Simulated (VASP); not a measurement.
## B: relaxation of cell and atoms with RPBE

B:

```xyz
3
Lattice="3.3333 0.0000 0.0000 -1.6667 2.8868 0.0000 0.0000 0.0000 2.0433" Properties=species:S:1:pos:R:3 pbc="T T T"
B     0.0000    0.0000    0.0000
B     0.0000    1.9245    1.0217
B     1.6667    0.9623    1.0217
```

```
Program                : VASP 6.6.1
Task                   : relaxation of cell and atoms
Functional             : RPBE
Potentials or basis    : VASP PAW PBE potentials, release 64 (B)
Cutoff                 : 600 eV
k mesh                 : 11 × 11 × 15
Occupations            : fermi-dirac, width 0.1 eV
Spin                   : no spin polarisation
Dipole correction      : no
Further INCAR settings : ALGO = Normal; EDIFF = 1e-07; IBRION = 2; EDIFFG = -0.01; NSW = 80; ISIF = 3
```

```yaml
Relaxed_volume: 6.79 Å³/atom
Relaxed_cell: a = 2.877 Å, b = 2.877 Å, c = 2.840 Å, α = 90.00°, β = 90.00°, γ = 120.00°
Space_group_after_relaxing_to_0.05_Å: P6/mmm (No. 191)
Energy_gained_by_relaxing: 583.8 meV/atom
Ionic_steps: 27
Pressure_after_relaxing: 0.2 GPa
```

Stress tensor (GPa, compression positive):
```
0.20 0.00 0.00
0.00 0.20 0.00
0.00 0.00 0.08
```

The path:
| step | energy change (eV) | largest force (eV/Å) | pressure (GPa) | volume (Å³) |
| --- | --- | --- | --- | --- |
| 1 | 0.0000 | 0.0000 | -9.66 | 19.66 |
| 2 | -0.0305 | 0.0000 | 2.42 | 18.56 |
| 3 | -0.0315 | 0.0000 | 0.45 | 18.72 |
| 4 | -0.0335 | 0.0000 | 0.45 | 18.73 |
| 5 | -0.0384 | 0.0000 | 0.97 | 18.76 |
| 6 | -0.0647 | 0.0000 | 3.01 | 18.80 |
| 7 | -0.2631 | 0.0000 | 6.84 | 18.82 |
| 8 | -0.9985 | 0.0000 | 14.91 | 18.60 |
| 9 | -0.0931 | 0.0000 | 73.26 | 17.29 |
| 10 | -1.5511 | 0.0000 | 25.61 | 18.27 |
| 11 | -1.5266 | 0.0000 | 33.71 | 18.07 |
| 12 | -1.5595 | 0.0000 | 30.52 | 18.15 |
| 13 | -1.5596 | 0.0000 | 30.54 | 18.15 |
| 14 | -1.5599 | 0.0000 | 30.60 | 18.15 |
| 15 | -1.5601 | 0.0000 | 30.70 | 18.16 |
| 16 | -1.5604 | 0.0000 | 30.67 | 18.16 |
| 17 | -1.5615 | 0.0000 | 30.57 | 18.17 |
| 18 | -1.5637 | 0.0000 | 30.36 | 18.18 |
| 19 | -1.5679 | 0.0000 | 29.96 | 18.20 |
| 20 | -1.5762 | 0.0000 | 29.17 | 18.25 |
| 21 | -1.5922 | 0.0000 | 27.59 | 18.34 |
| 22 | -1.6217 | 0.0000 | 24.53 | 18.52 |
| 23 | -1.6710 | 0.0000 | 18.73 | 18.89 |
| 24 | -1.7334 | 0.0000 | 8.34 | 19.65 |
| 25 | -1.7291 | 0.0000 | -8.21 | 21.23 |
| 26 | -1.7514 | 0.0000 | -0.33 | 20.40 |
| 27 | -1.7514 | 0.0000 | 0.16 | 20.36 |

Final structure:
```xyz
3
Lattice="2.8772 0.0000 0.0000 -1.4386 2.4917 0.0000 0.0000 0.0000 2.8396" Properties=species:S:1:pos:R:3 pbc="T T T"
B     0.0000    0.0000    0.0000
B     0.0000    1.6612    1.4198
B     1.4386    0.8306    1.4198
```

Levels at points of the mesh, in eV from the Fermi level:
| k point | band 2 | band 3 | band 4 | band 5 | band 6 | band 7 |
| --- | --- | --- | --- | --- | --- | --- |
| (0.00, 0.00, 0.00) | -4.23 | -1.07 | -1.07 | 0.86 | 0.86 | 2.01 |

Wall time 6.6 min on 1 thread of AMD EPYC 7R13 (shared host), peak memory 0.11 GiB.

Caveat: the PAW data sets were made with another functional, which shifts forces and pressure a little.
